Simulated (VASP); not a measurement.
The system is TiAl.

```
Ti Al
1.0
     3.20012    0.00000    0.00000
     0.00000    3.20012    0.00000
     0.00000    0.00000    3.20012
Ti Al
1 1
Direct
  0.00000 0.00000 0.00000
  0.50000 0.50000 0.50000
```

This cell differs from its parent crystal: volume scaled by 1.02.

Program: VASP 6.6.1. Alike in all runs: task single point; no spin polarisation; cell as given; k mesh 8 × 8 × 8; cutoff (eV) 520; smearing fermi-dirac 0.05 eV.

Q: Order these runs on this cell by their pressure, lowest first.
A. level PBEsol; potentials or basis VASP PAW PBE potentials, release 64 (Ti_sv, Al)
B. level LDA; potentials or basis VASP PAW LDA potentials, release 64 (Ti_sv, Al)
C. level PBE; potentials or basis VASP PAW PBE potentials, release 64 (Ti_sv, Al)

A: B (-7.6 GPa), A (-4.4 GPa), C (-1.3 GPa).

Caveats: the PAW data sets were made with another functional, which shifts forces and pressure a little (some runs).
